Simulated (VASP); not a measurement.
Runs of VASP 6.6.1 on Te2Mo. The structure is that of space group P2_1/m (No. 11), or close to it. The cells are those of the table. 

| level | cell | k mesh | gap on the mesh (eV) | pressure (GPa) | largest force (eV/Å) |
| --- | --- | --- | --- | --- | --- |
| PBEsol | a = 6.266, b = 3.400, c = 12.806 Å, angles 90.0, 95.2, 90.0°, 12 atoms | 3 × 6 × 2 | none | 5.1 | 0.03 |
| PBEsol | a = 6.316, b = 3.433, c = 13.857 Å, angles 90.0, 94.0, 90.0°, 12 atoms | 3 × 6 × 2 | none | (b) | 0.02 |
| PBE+D3(BJ) | a = 6.288, b = 3.446, c = 13.767 Å, angles 90.0, 93.9, 90.0°, 12 atoms | 4 × 8 × 2 | none | 1.3 | 0.48 |
| PBE exchange alone | a = 6.244, b = 3.422, c = 13.673 Å, angles 90.0, 93.9, 90.0°, 12 atoms | 4 × 8 × 2 | none | 22.1 | (a) |
| PBE | a = 6.454, b = 3.537, c = 14.132 Å, angles 90.0, 93.9, 90.0°, 12 atoms | 4 × 8 × 2 | none | -2.8 | 0.69 |
| PBE exchange alone | a = 6.201, b = 3.398, c = 13.577 Å, angles 90.0, 93.9, 90.0°, 12 atoms | 4 × 8 × 2 | none | 25.4 | 2.27 |
| BLYP | a = 6.372, b = 3.492, c = 13.952 Å, angles 90.0, 93.9, 90.0°, 12 atoms | 4 × 8 × 2 | none | (c) | (d) |
| PBEsol | a = 6.061, b = 3.275, c = 12.193 Å, angles 90.0, 96.9, 90.0°, 12 atoms | 3 × 6 × 2 | none | 20.2 | 0.03 |

Alike in all rows: task single point; potentials or basis VASP PAW PBE potentials, release 64 (Te, Mo_sv); no spin polarisation; cutoff (eV) 520; smearing fermi-dirac 0.05 eV.

**Question.** Estimate the missing entries.

**Answer.** (a) 1.89; (b) 0.1; (c) 6.7; (d) 0.28.

Caveats: spin-orbit coupling is left out, which moves the levels of the heavy elements; the PAW data sets were made with another functional, which shifts forces and pressure a little (some runs); forces of over 1 eV/Å act on the atoms, so gaps and moduli don't describe the material at rest (some runs); pairwise dispersion overbinds metals, which lowers pressure and volume (some runs); this functional lacks dispersion, which binds the layers, so the pressure and a relaxed spacing across them are unreliable (some runs).

A k mesh can miss the band edges, and the runs leave out spin-orbit coupling on Mo, Te.

A gap of «none» marks levels without a gap at the run's occupations.
